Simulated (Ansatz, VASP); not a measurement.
**ScTa3F in VASP and in Ansatz**

INCAR

```
SYSTEM = ScTa3F
  PREC = Accurate
  ENCUT = 600
  EDIFF = 1E-6
  ISMEAR = 0
  SIGMA = 0.1
  LREAL = .FALSE.
  LASPH = .TRUE.
  NELM = 100
  ALGO = Normal
  ISIF = 3
  LWAVE = .FALSE.
  LCHARG = .FALSE.
  GGA = PE
  IBRION = 2
  NSW = 90
  EDIFFG = -0.04
```

File KPOINTS:

```
regular mesh
0
G
  6 6 4
  0 0 0
```

File POSCAR:

```
ScTa3F
1.0
    4.0902195000      0.0000000000      0.0000000000
   -2.0451097500      3.5422339900      0.0000000000
    0.0000000000      0.0000000000      5.0495610200
Sc Ta F
1 3 1
Direct
    0.3333333300      0.6666666700      0.5000000000
    0.0000000000      0.0000000000      0.7552470000
    0.0000000000      0.0000000000      0.2447530000
    0.6666666700      0.3333333300      0.5000000000
    0.6666666700      0.3333333300      0.0000000000
```

Input for Ansatz:

```yaml
crystal:
  lattice:
    - [4.0902195, 0.0, 0.0]
    - [-2.04510975, 3.54223399, 0.0]
    - [0.0, 0.0, 5.04956102]
  atoms:
    - { symbol: Sc, position: [0.33333333, 0.66666667, 0.5] }
    - { symbol: Ta, position: [0.0, 0.0, 0.755247] }
    - { symbol: Ta, position: [0.0, 0.0, 0.244753] }
    - { symbol: Ta, position: [0.66666667, 0.33333333, 0.5] }
    - { symbol: F, position: [0.66666667, 0.33333333, 0.0] }
basis:
  ecutwfc: 420
kpoints:
  mp_grid: { grid: [6, 6, 4] }
hamiltonian:
  xc: pbe
scf:
  occupations: { method: gaussian, width: 0.1 }
  lower_state_search: "off"
output:
  forces: true
  stress: true
  eigenvalues: true
relax:
  adjacent_minimum: "off"
  f_tol: 0.04
  max_steps: 70
  cell: { stress_tol: 0.4 }
```

Change from the starting cell: species swapped into the GaNi3As type (P-6m2, No. 187).

Alike in both runs: task relaxation of cell and atoms; functional PBE; k mesh 6 × 6 × 4; occupations gaussian, width 0.1 eV; no spin polarisation.

|  | VASP | Ansatz |
| --- | --- | --- |
| version | VASP 6.6.1 | Ansatz 0.2.0 |
| potentials or method | VASP PAW PBE potentials, release 64 (Sc_sv, Ta_pv, F), cutoff 600 eV | scalar-relativistic, plane waves, PAW |
| valence electrons in the cell | 51 | 57 |

Ansatz gave:

* gap on the k mesh at the Fermi level, each at its own relaxed structure (eV): none
* relaxed volume (Å³/atom): 20.80
* relaxed length of the cell vector where the two differ most in proportion (Å): 5.212

**Question.** Which values does VASP return?

**Answer.** gap on the k mesh at the Fermi level, each at its own relaxed structure (eV): none; relaxed volume (Å³/atom): 20.72; relaxed length of the cell vector where the two differ most in proportion (Å): 5.236.

A gap of «none» marks a metal or a gap that the smearing closes. VASP's potentials hold 51 valence electrons a cell and Ansatz's 57, so a difference there can come from the potentials and not from the codes.

Spin-orbit coupling is off throughout. Noted on VASP's run: the volume moved by over 15 % at a fixed basis, so the end points are rough.
